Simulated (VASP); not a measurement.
# CuCl2: single point with PBEsol

Crystal: CuCl2.

```xyz
3
Lattice="-2.2991 2.2991 6.9944 2.2991 -2.2991 6.9944 2.2991 2.2991 -6.9944" Properties=species:S:1:pos:R:3 pbc="T T T"
Cu    0.0000    0.0000    0.0000
Cl    2.2991    0.0000    0.0000
Cl    0.0000    2.2991    0.0000
```

| Item | Value |
| --- | --- |
| Program | VASP 6.6.1 |
| Task | single point |
| Functional | PBEsol |
| Potentials or basis | VASP PAW PBE potentials, release 64 (Cu, Cl) |
| Cutoff | 520 eV |
| k mesh | 8 × 8 × 8 |
| Occupations | fermi-dirac, width 0.05 eV |
| Spin | no spin polarisation |

The pressure is -1.9 GPa and the band gap on the k mesh is zero (an odd number of electrons rules out a gap without spin polarisation).

Stress tensor (GPa, compression positive):
```
-2.82  0.00  0.00
 0.00 -2.82  0.00
 0.00  0.00  0.00
```

Levels at points of the mesh, in eV from the Fermi level:
| k point | band 10 | band 11 | band 12 | band 13 | band 14 | band 15 | band 16 | band 17 |
| --- | --- | --- | --- | --- | --- | --- | --- | --- |
| (0.00, 0.00, 0.00) | -1.18 | -0.87 | -0.61 | -0.61 | 3.02 | 6.03 | 7.89 | 8.95 |
| (0.50, 0.00, 0.00) | -1.25 | -0.54 | -0.38 | -0.28 | 6.34 | 6.55 | 8.16 | 8.16 |
| (0.50, 0.50, 0.00) | -0.26 | -0.26 | 0.21 | 1.78 | 5.47 | 8.15 | 8.29 | 8.38 |
| (0.50, 0.50, 0.50) | -1.17 | -0.87 | -0.61 | -0.61 | 3.07 | 6.29 | 7.43 | 9.75 |

It took 3.8 min on 1 thread of Intel(R) Xeon(R) 6975P-C (Granite Rapids), on a shared host, peak memory 0.57 GiB.

Caveat: the PAW data sets were made with another functional, which shifts forces and pressure a little; an odd number of electrons without spin polarisation forces a metal; a magnetic or distorted state may lie lower. With open d or f shells a metallic result of PBEsol can be an artefact of self-interaction; +U or a hybrid may open a gap.
